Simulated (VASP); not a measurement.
Set up this calculation in VASP 6.6.1, as the native input.

```
Task                   : single point
Functional             : PBEsol
Potentials or basis    : VASP PAW PBE potentials, release 64 (Fe, O)
Cutoff                 : 600 eV
k mesh                 : 8 × 8 × 8
Occupations            : gaussian, width 0.05 eV
Spin                   : non-collinear spin, twin_end start, spin-orbit coupling
Starting moments       : [[0.0, 0.57, 3.86], [-0.0, 0.1, 0.66]] μB
Hubbard terms          : Fe d U = 6.0 eV
Dipole correction      : no
Further INCAR settings : ALGO = Normal; EDIFF = 1e-06; NBANDS = 26
```

The structure of FeO lies in POSCAR:

```
FeO
1.0
    1.5176821100      0.8762341800      2.5157945800
   -1.5176821100      0.8762341800      2.5157945800
    0.0000000000     -1.7524683500      2.5157945800
Fe O
1 1
Direct
    0.0000000000      0.0000000000      0.0000000000
    0.5000000000      0.5000000000      0.5000000000
```

One way to write it, as run:

INCAR

```
PREC = Accurate ; ENCUT = 600
EDIFF = 1E-6 ; ISMEAR = 0
SIGMA = 0.05 ; LREAL = False
LASPH = True ; NELM = 200
ALGO = Normal ; ISIF = 2
LWAVE = False ; LCHARG = True
MAGMOM = 0 0.57 3.86 0 0.1 0.66 ; LORBIT = 11
LSORBIT = True ; GGA_COMPAT = False
LORBMOM = True ; LMAXMIX = 4
LDAU = True ; LDAUTYPE = 2
LDAUL = 2 -1 ; LDAUU = 6 0
LDAUJ = 0 0 ; LDAUPRINT = 1
GGA = PS ; LVHAR = True
NBANDS = 26
```

KPOINTS

```
Automatic mesh
0
Gamma
  8 8 8
```

Potentials or basis: VASP PAW PBE potentials, release 64 (Fe, O).

The run is started by

```sh
$ cat potpaw_PBE.64/Fe/POTCAR potpaw_PBE.64/O/POTCAR > POTCAR
$ mpirun -np 1 vasp_ncl > vasp.out
```

It gave:

```json
{"Pressure": "-0.8 GPa", "Net moment": "4.00 μB per cell", "Valence electrons inside the program's atomic spheres": "Fe 6.83; O 5.00"}
```

Caveat: the PAW data sets were made with another functional, which shifts forces and pressure a little; a cell with one magnetic atom can't hold antiferromagnetic order, which such compounds often take.

It took 35 min on 1 thread of Oxide Virtual Turin-like Processor, with other jobs on the host, peak memory 0.37 GiB.
